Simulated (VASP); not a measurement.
MgCu2 (mix), 6 atoms in the cell. The structure is cubic, space group Fd-3m (No. 227). The conventional cell has a = 6.936 Å, b = 6.936 Å, c = 6.936 Å, α = 90.00°, β = 90.00°, γ = 90.00°. Mg (site symmetry -43m) has 12 Cu at 2.88 Å and 4 Mg at 3.00 Å within 3.8 Å. Cu (site symmetry -3m) has 6 Cu at 2.45 Å and 6 Mg at 2.88 Å within 3.2 Å. 

```yaml
Program: VASP 6.6.1
Task: single point
Functional: PBEsol
Potentials_or_basis: VASP PAW PBE potentials, release 64 (Mg, Cu)
Cutoff: 520 eV
k_mesh: 10 × 10 × 10
Occupations: gaussian, width 0.1 eV
Spin: no spin polarisation
Dipole_correction: no
Further_INCAR_settings: ALGO = Normal; EDIFF = 1e-06; NBANDS = 33
```

Potentials or basis: VASP PAW PBE potentials, release 64 (Mg, Cu).

Command:

```bash
$ cat potpaw_PBE.64/Mg/POTCAR potpaw_PBE.64/Cu/POTCAR > POTCAR
$ mpirun -np 1 vasp_std > vasp.out
```

Hardware: 1 thread of Intel(R) Xeon(R) Platinum 8488C (Sapphire Rapids), with other jobs on the host.

Estimate the wall time of this run.

Run time: 97 s on 1 thread of Intel(R) Xeon(R) Platinum 8488C (Sapphire Rapids), with other jobs on the host, peak memory 0.26 GiB. Counts: scf iterations 14, k points 47.
